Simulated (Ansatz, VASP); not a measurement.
KTaO3 in VASP and in Ansatz

INCAR

```
  ALGO = Normal
  EDIFF = 1E-6
  ENCUT = 520
  GGA = CA
  ISIF = 2
  ISMEAR = -1
  LASPH = True
  LCHARG = False
  LREAL = False
  LWAVE = False
  NBANDS = 27
  NELM = 100
  PREC = Accurate
  SIGMA = 0.01
```

Contents of KPOINTS:

```
k-points
0
Gamma
  5 5 5
```

POSCAR

```
KTaO3
1.0
    3.9749611044      0.0000000000      0.0000000000
    0.0000000000      3.9749611044      0.0000000000
    0.0000000000      0.0000000000      3.9749611044
K Ta O
1 1 3
Direct
    0.5000000000      0.5000000000      0.5000000000
    0.0000000000      0.0000000000      0.0000000000
    0.5000000000      0.0000000000      0.0000000000
    0.0000000000      0.5000000000      0.0000000000
    0.0000000000      0.0000000000      0.5000000000
```

Input for Ansatz:

```yaml
crystal:
  lattice:
    - [3.9749611044, 0.0, 0.0]
    - [0.0, 3.9749611044, 0.0]
    - [0.0, 0.0, 3.9749611044]
  atoms:
    - { symbol: K, position: [0.5, 0.5, 0.5] }
    - { symbol: Ta, position: [0.0, 0.0, 0.0] }
    - { symbol: O, position: [0.5, 0.0, 0.0] }
    - { symbol: O, position: [0.0, 0.5, 0.0] }
    - { symbol: O, position: [0.0, 0.0, 0.5] }
kpoints:
  mp_grid: { grid: [5, 5, 5] }
  band_path:
    path:
      - [0.0, 0.0, 0.0]
      - [0.0, 0.5, 0.0]
      - [0.5, 0.5, 0.0]
      - [0.0, 0.0, 0.0]
      - [0.5, 0.5, 0.5]
      - [0.0, 0.5, 0.0]
      - [0.5, 0.5, 0.5]
      - [0.5, 0.5, 0.0]
    npoints: 5
scf:
  occupations: { method: fermi_dirac, width: 0.01 }
hamiltonian:
  xc: lda
  pseudopotentials: { kind: all_electron, lapw: { basis_error: 0.0005 } }
output:
  forces: true
  stress: true
  eigenvalues: true
```

Change from the starting cell: volume scaled by 0.99.

Alike in both runs: task single point; functional LDA; k mesh 5 × 5 × 5; occupations fermi-dirac, width 0.01 eV; no spin polarisation.

```csv
,VASP,Ansatz
version,VASP 6.6.1,Ansatz 0.2.0
potentials or method,"VASP PAW LDA potentials, release 64 (K_sv, Ta_pv, O), cutoff 520 eV","all-electron LAPW, scalar-relativistic"
```

|  | VASP | Ansatz | Ansatz less VASP |
| --- | --- | --- | --- |
| gap on the k mesh at the Fermi level (eV) | 2.15 | 2.21 | +0.057 |
| pressure (GPa) | -2.4 | -3.6 | -1.19 |

LDA's correlation is that of Perdew and Zunger in VASP and of Perdew and Wang (1992) in Ansatz. Ansatz ran all-electron here, and VASP with PAW potentials.

Neither program's run includes spin-orbit coupling.
